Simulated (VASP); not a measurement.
# BeS (F-43m) in VASP: single point with LDA

Aim: the single point of BeS with LDA.

Everything below comes from runs of VASP 6.6.1. Logs are shortened: lines on timing, memory, paths and dates and some standing lists are left out, and cuts for length are marked.

**1. The cell of the first run**

Symmetry: F-43m, No. 216, cubic system. The conventional cell has a = 4.850 Å, b = 4.850 Å, c = 4.850 Å, α = 90.00°, β = 90.00°, γ = 90.00°. Be (site symmetry -43m) has 4 S at 2.10 Å within 2.8 Å. Within 2.8 Å of S (site symmetry -43m) lie 4 Be at 2.10 Å.

**2. Single point, LDA**

File INCAR:

```
PREC = Accurate
ENCUT = 600
EDIFF = 1E-6
ISMEAR = 0
SIGMA = 0.01
LREAL = F
LASPH = T
NELM = 120
ALGO = Normal
ISIF = 2
LWAVE = F
LCHARG = F
NBANDS = 11
GGA_COMPAT = F
```

File KPOINTS:

```
Automatic mesh
0
Gamma
  3 3 3
```

File POSCAR:

```
BeS
1.0
    0.0000000000      2.4250000000      2.4250000000
    2.4250000000      0.0000000000      2.4250000000
    2.4250000000      2.4250000000      0.0000000000
Be S
1 1
Direct
    0.0000000000      0.0000000000      0.0000000000
    0.2500000000      0.2500000000      0.2500000000
```

Potentials or basis: VASP PAW LDA potentials, release 64 (Be, S).

Run with:

```bash
$ cat potpaw_LDA.64/Be/POTCAR potpaw_LDA.64/S/POTCAR > POTCAR
$ mpirun -np 1 vasp_std > vasp.out
```

OUTCAR:

```text
PREC = Accurate
   ENCUT = 600
   EDIFF = 1E-6
   ISMEAR = 0
   LREAL = F
   LASPH = T
   NELM = 120
   ISIF = 2

 ion  position               nearest neighbor table
   1  0.000  0.000  0.000-   2 2.10   2 2.10   2 2.10   2 2.10
   2  0.250  0.250  0.250-   1 2.10   1 2.10   1 2.10   1 2.10

  LATTYP: Found a face centered cubic cell.
 ALAT       =     4.8500000000

  Lattice vectors:

 A1 = (   0.0000000000,   2.4250000000,   2.4250000000)
 A2 = (   2.4250000000,   0.0000000000,   2.4250000000)
 A3 = (   2.4250000000,   2.4250000000,   0.0000000000)

Analysis of symmetry for initial positions (statically):
=====================================================================
 Subroutine PRICEL returns:
 Original cell was already a primitive cell.

 Routine SETGRP: Setting up the symmetry group for a
 face centered cubic supercell.

 Subroutine GETGRP returns: Found 24 space group operations
 (whereof 24 operations were pure point group operations)
 out of a pool of 48 trial point group operations.

The static configuration has the point symmetry T_d .

Analysis of symmetry for dynamics (positions and initial velocities):
=====================================================================
 Subroutine PRICEL returns:
 Original cell was already a primitive cell.

 Routine SETGRP: Setting up the symmetry group for a
 face centered cubic supercell.

 Subroutine GETGRP returns: Found 24 space group operations
 (whereof 24 operations were pure point group operations)
 out of a pool of 48 trial point group operations.

The dynamic configuration has the point symmetry T_d .

 Subroutine INISYM returns: Found 24 space group operations
 (whereof 24 operations are pure point group operations),
 and found     1 'primitive' translations

----------------------------------------------------------------------------------------

                                     Primitive cell

  volume of cell :      28.5210

  direct lattice vectors                    reciprocal lattice vectors
     0.000000000  2.425000000  2.425000000    -0.206185567  0.206185567  0.206185567
     2.425000000  0.000000000  2.425000000     0.206185567 -0.206185567  0.206185567
     2.425000000  2.425000000  0.000000000     0.206185567  0.206185567 -0.206185567

  length of vectors
     3.429467889  3.429467889  3.429467889     0.357123878  0.357123878  0.357123878

  position of ions in fractional coordinates (direct lattice)
     0.000000000  0.000000000  0.000000000
     0.250000000  0.250000000  0.250000000

[... 62 lines left out ...]
   ISYM   =      2    0-nonsym 1-usesym 2-fastsym
   POTIM  = 0.5000    time-step for ionic-motion
   TEBEG  =    0.0;   TEEND  =   0.0 temperature during run
   PSTRESS=    0.0 pullay stress
   NELECT =       8.0000    total number of electrons
   NUPDOWN=      -1.0000    fix difference up-down
   EMIN   =  10.00;   EMAX   =-10.00  energy-range for DOS
   EFERMI =   0.00;   METHOD = LEGACY
   ISMEAR =     0;   SIGMA  =   0.01  broadening in eV -4-tet -1-fermi 0-gaus
   EFERMI_NEDOS =   21; number of points for ismear=-14 and -15
   IALGO  =     38    algorithm
   IMIX   =      4    mixing-type and parameters
     AMIX     =   0.40;   BMIX     =  1.00
     AMIX_MAG =   1.60;   BMIX_MAG =  1.00
  volume/ion in A,a.u.               =      14.26        96.23
  Fermi-wavevector in a.u.,A,eV,Ry     =   1.071642  2.025110 15.625158  1.148417
  Thomas-Fermi vector in A             =   2.207388
   LORBIT       =      0    0 simple, 1 ext, 2 COOP (PROOUT), +10 PAW based schemes
   GGA     = CA    functional components
   LHFCALC =     F    Hartree Fock is set to
   AEXX    =    0.0000 exact exchange contribution
   IVDW    =     0    specifies the selected vdW correction
   LEPSILON=     F    determine dielectric tensor
   LRPA    =     F    only Hartree local field effects (RPA)
 non-spin polarized calculation
 Gauss-broadening in eV      SIGMA  =   0.01
  energy-cutoff  :      600.00
  volume of cell :       28.52
 maximum number of plane-waves:       962
   NGX = 13   NGY = 13   NGZ = 13

 number of electron       7.9999999 magnetization

 Free energy of the ion-electron system (eV)
  ---------------------------------------------------
  ext. energy  EPLUGINS =         0.00000000
  ---------------------------------------------------
  free energy    TOTEN  =       -10.87741941 eV

  energy without entropy =      -10.87741941  energy(sigma->0) =      -10.87741941

 E-fermi :   4.1688     XC(G=0):  -9.9684

 val. band max:        4.1125194131   @ k =   0.0000   0.0000   0.0000
 cond. band min:       7.7068478531   @ k =   0.3333   0.3333   0.0000
 fundamental gap:      3.5943284400
 Fermi energy:         4.1688258859

 k-point     1 :       0.0000    0.0000    0.0000
  band No.  band energies     occupation
      1      -9.5542      2.00000
      2       4.1125      2.00000
      3       4.1125      2.00000
      4       4.1125      2.00000
      5       9.5965      0.00000
      6       9.5965      0.00000
      7       9.5965      0.00000
      8       9.7507      0.00000
      9      16.8814      0.00000
     10      16.8814      0.00000
     11      18.6385      0.00000
[... 29 lines left out ...]
 k-point     4 :      -0.3333    0.3333    0.0000
  band No.  band energies     occupation
      1      -7.4709      2.00000
      2      -0.5429      2.00000
      3      -0.0630      2.00000
      4       2.1985      2.00000
      5       8.7288      0.00000
      6      13.0147      0.00000
      7      13.5007      0.00000
      8      14.5139      0.00000
      9      14.9272      0.00000
     10      16.4864      0.00000
     11      21.9327      0.00000

------------------------ aborting loop because EDIFF is reached ----------------------------------------

  FORCE on cell =-STRESS in cart. coord.  units (eV):
  Direction    XX          YY          ZZ          XY          YZ          ZX
  --------------------------------------------------------------------------------------
  -------------------------------------------------------------------------------------
  Total       -0.1695878     -0.1695878     -0.1695878      0.0000000      0.0000000     -0.0000000
  in kB       -9.5266457     -9.5266457     -9.5266457      0.0000000      0.0000000     -0.0000000
  external PRESSURE =      -9.5266457 kB  Pullay stress =       0.0000000 kB

 VOLUME and BASIS-vectors are now :
 -----------------------------------------------------------------------------
  energy-cutoff  :      600.00
  volume of cell :       28.52
      direct lattice vectors                 reciprocal lattice vectors
     0.000000000  2.425000000  2.425000000    -0.206185567  0.206185567  0.206185567
     2.425000000  0.000000000  2.425000000     0.206185567 -0.206185567  0.206185567
     2.425000000  2.425000000  0.000000000     0.206185567  0.206185567 -0.206185567

 POSITION                                       TOTAL-FORCE (eV/Angst)
 -----------------------------------------------------------------------------------
      0.00000      0.00000      0.00000        -0.000000      0.000000      0.000000
      1.21250      1.21250      1.21250         0.000000     -0.000000     -0.000000
 -----------------------------------------------------------------------------------
    total drift:                                0.000000      0.000000      0.000000

  FREE ENERGIE OF THE ION-ELECTRON SYSTEM (eV)
  ---------------------------------------------------
  free  energy   TOTEN  =       -10.8774194120 eV

  energy  without entropy=      -10.8774194120  energy(sigma->0) =      -10.87741941
```

OSZICAR:

```text
N       E                     dE             d eps       ncg     rms          rms(c)
DAV:   1     0.278921306729E+02    0.27892E+02   -0.47330E+03    88   0.752E+02
DAV:   2    -0.908764853251E+01   -0.36980E+02   -0.33689E+02   108   0.114E+02
DAV:   3    -0.111408440257E+02   -0.20532E+01   -0.20481E+01   117   0.309E+01
DAV:   4    -0.111546956351E+02   -0.13852E-01   -0.13850E-01   100   0.262E+00
DAV:   5    -0.111548141443E+02   -0.11851E-03   -0.11851E-03   106   0.265E-01    0.552E+00
DAV:   6    -0.109524445657E+02    0.20237E+00   -0.17424E-01   100   0.185E+00    0.372E+00
DAV:   7    -0.108779614277E+02    0.74483E-01   -0.15914E-01   100   0.184E+00    0.103E+00
DAV:   8    -0.108774845915E+02    0.47684E-03   -0.72965E-03   100   0.444E-01    0.171E-01
DAV:   9    -0.108774149005E+02    0.69691E-04   -0.36733E-04    97   0.121E-01    0.293E-02
DAV:  10    -0.108774188963E+02   -0.39958E-05   -0.27386E-05   119   0.269E-02    0.846E-03
DAV:  11    -0.108774194120E+02   -0.51565E-06   -0.38041E-06   100   0.971E-03
   1 F= -.10877419E+02 E0= -.10877419E+02  d E =-.106700E-16
```

It took 1.5 s on 1 thread of Intel Xeon 6975P-C (Granite Rapids), shared host; peak memory 0.13 GiB.

What came out:

* Free energy: -10.8774 eV
* Pressure: -1.0 GPa
* Band gap on the k mesh: 3.59 eV, indirect (least direct gap 5.48 eV)

Levels at points of the mesh, in eV from the valence-band top:
```csv
k point,band 1,band 2,band 3,band 4,band 5,band 6,band 7,band 8
"(0.00, 0.00, 0.00)",-13.67,0.00,0.00,0.00,5.48,5.48,5.48,5.64
```

Caveat: the k points lie up to 0.75 Å⁻¹ apart. A hybrid or GW would open this gap; LDA tends to underestimate it.
